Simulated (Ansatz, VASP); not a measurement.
Two plane-wave programs on BiB3

Contents of INCAR:

```
PREC     = Accurate       # precision mode
ENCUT    = 600            # plane-wave cutoff, eV
EDIFF    = 1E-7           # SCF threshold, eV
ISMEAR   = 0              # smearing method
SIGMA    = 0.1            # smearing width, eV
LREAL    = False          # projectors in reciprocal space
LASPH    = True           # aspherical terms in the spheres
NELM     = 100            # most SCF steps
ALGO     = Normal         # electronic algorithm
ISIF     = 3              # what is computed and relaxed
LWAVE    = False          # write WAVECAR
LCHARG   = False          # write CHGCAR
GGA      = PE             # functional
IBRION   = 2              # ionic algorithm
NSW      = 90             # ionic steps
EDIFFG   = -0.04          # ionic threshold
```

Contents of KPOINTS:

```
Automatic mesh
0
Gamma
  6 6 6
```

Contents of POSCAR:

```
BiB3
1.0
    3.6605280918      0.0000000000      0.0000000000
    0.0000000000      3.6605280918      0.0000000000
    0.0000000000      0.0000000000      3.6605280918
B Bi
3 1
Direct
    0.0000000000      0.5000000000      0.5000000000
    0.5000000000      0.0000000000      0.5000000000
    0.5000000000      0.5000000000      0.0000000000
    0.0000000000      0.0000000000      0.0000000000
```

Input for Ansatz:

```yaml
crystal:
  lattice:
    - [3.6605280918, 0.0, 0.0]
    - [0.0, 3.6605280918, 0.0]
    - [0.0, 0.0, 3.6605280918]
  atoms:
    - { symbol: B, position: [0.0, 0.5, 0.5] }
    - { symbol: B, position: [0.5, 0.0, 0.5] }
    - { symbol: B, position: [0.5, 0.5, 0.0] }
    - { symbol: Bi, position: [0.0, 0.0, 0.0] }
basis:
  ecutwfc: 420
kpoints:
  mp_grid: { grid: [6, 6, 6] }
hamiltonian:
  xc: pbe
scf:
  occupations: { method: gaussian, width: 0.1 }
  lower_state_search: "off"
output:
  forces: true
  stress: true
  eigenvalues: true
relax:
  adjacent_minimum: "off"
  f_tol: 0.04
  max_steps: 70
  cell: { stress_tol: 0.4 }
```

Alike in both runs: task relaxation of cell and atoms; functional PBE; k mesh 6 × 6 × 6; occupations gaussian, width 0.1 eV; no spin polarisation.

```csv
,VASP,Ansatz
version,VASP 6.6.1,Ansatz 0.2.0
potentials or method,"VASP PAW PBE potentials, release 64 (B, Bi_d), cutoff 600 eV","scalar-relativistic, plane waves, PAW"
valence electrons in the cell,24,24
```

|  | VASP | Ansatz | Ansatz less VASP |
| --- | --- | --- | --- |
| gap on the k mesh at the Fermi level, each at its own relaxed structure (eV) | none | none | - |
| relaxed volume (Å³/atom) | 14.11 | 14.14 | +0.037 |
| relaxed cell length with the largest relative difference (Å) | 3.836 | 3.839 | +0.0034 |

A gap of «none» marks a metal or a gap that the smearing closes.

Spin-orbit coupling is off throughout. Noted on VASP's run: the volume moved by over 15 % at a fixed basis, so the end points are rough.
